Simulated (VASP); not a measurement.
Wanted: the native input for a VASP 6.6.1 run.

```
Task                   : relaxation of cell and atoms
Functional             : PBEsol
Potentials or basis    : VASP PAW PBE potentials, release 64 (Lu, Mg, H)
Cutoff                 : 600 eV
k mesh                 : 6 × 6 × 4
Occupations            : fermi-dirac, width 0.03 eV
Spin                   : no spin polarisation
Dipole correction      : no
Further INCAR settings : ALGO = Normal; EDIFF = 1e-06; IBRION = 2; EDIFFG = -0.01; NSW = 100; ISIF = 3
```

The structure of LuMgH5 lies in POSCAR:

```
LuMgH5
1.0
    3.5389516600      0.0000000000      0.0000000000
    0.0000000000      3.5389516600      0.0000000000
    0.0000000000      0.0000000000      6.2654383100
Lu Mg H
1 1 5
Direct
    0.5000000000      0.5000000000      0.0000000000
    0.0000000000      0.0000000000      0.5000000000
    0.0000000000      0.5000000000      0.2963546500
    0.0000000000      0.5000000000      0.7036453500
    0.5000000000      0.0000000000      0.2963546500
    0.5000000000      0.0000000000      0.7036453500
    0.0000000000      0.0000000000      0.0000000000
```

One way to write it, as run:

INCAR

```
ALGO = Normal
EDIFF = 1E-6
EDIFFG = -0.01
ENCUT = 600
GGA = PS
IBRION = 2
ISIF = 3
ISMEAR = -1
LASPH = True
LCHARG = False
LREAL = False
LWAVE = False
NELM = 60
NSW = 100
PREC = Accurate
SIGMA = 0.03
```

KPOINTS

```
k-points
0
Gamma
  6 6 4
```

Potentials or basis: VASP PAW PBE potentials, release 64 (Lu, Mg, H).

Launch:

```console
$ cat potpaw_PBE.64/Lu/POTCAR potpaw_PBE.64/Mg/POTCAR potpaw_PBE.64/H/POTCAR > POTCAR
$ mpirun -np 1 vasp_std > vasp.out
```

It gave:

- Relaxed volume: 8.02 Å³/atom
- Relaxed cell: a = 3.277 Å, b = 3.277 Å, c = 5.230 Å, α = 90.00°, β = 90.00°, γ = 90.00°
- Space group after relaxing (to 0.1 Å): P4/mmm (No. 123)
- Energy gained by relaxing: 250.0 meV/atom
- Ionic steps: 11
- Pressure after relaxing: 0.0 GPa
- Band gap on the k mesh: zero (bands 16 and 17 overlap by 0.96 eV)

Caveat: the volume moved by over 15 % at a fixed basis, so the end points are rough; the PAW data sets were made with another functional, which shifts forces and pressure a little; spin-orbit coupling is left out, which moves the levels of the heavy elements.

It took 6.8 min on 1 thread of Intel(R) Xeon(R) Platinum 8375C CPU @ 2.90GHz (Ice Lake), with other jobs on the host, peak memory 0.26 GiB.
